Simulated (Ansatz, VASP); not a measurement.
Two plane-wave programs on BeHF

```xyz
6
Lattice="2.5478 0.0000 0.0000 0.0000 2.5478 0.0000 0.0000 0.0000 6.9736" Properties=species:S:1:pos:R:3 pbc="T T T"
Be    0.0000    1.2739    5.9790
Be    1.2739    0.0000    0.9947
H     0.0000    0.0000    0.0000
H     1.2739    1.2739    0.0000
F     0.0000    1.2739    1.8841
F     1.2739    0.0000    5.0895
```

Change from the starting cell: species swapped into the PrCoGe type (P4/nmm, No. 129).

Alike in both runs: functional PBE; k mesh 14 × 14 × 6; occupations gaussian, width 0.01 eV; no spin polarisation.

Ansatz relaxed the structure, and its values are those at the end. VASP's run is a single point on that final structure, the one shown.

|  | VASP | Ansatz |
| --- | --- | --- |
| version | VASP 6.6.1 | Ansatz 0.2.0 |
| potentials or method | VASP PAW PBE potentials, release 64 (Be, H, F), cutoff 520 eV | scalar-relativistic, plane waves, PAW |
| valence electrons in the cell | 20 | 20 |

```csv
,VASP,Ansatz,Ansatz less VASP
gap on the k mesh at the Fermi level (eV),none,none,-
pressure (GPa),-0.1,0.0,+0.14
rms of the force components (eV/Å),0.007,0.001,-0.0064
```

A gap of «none» marks a metal or a gap that the smearing closes. The functional is the same, so the differences come from potentials, cutoffs and numerics.
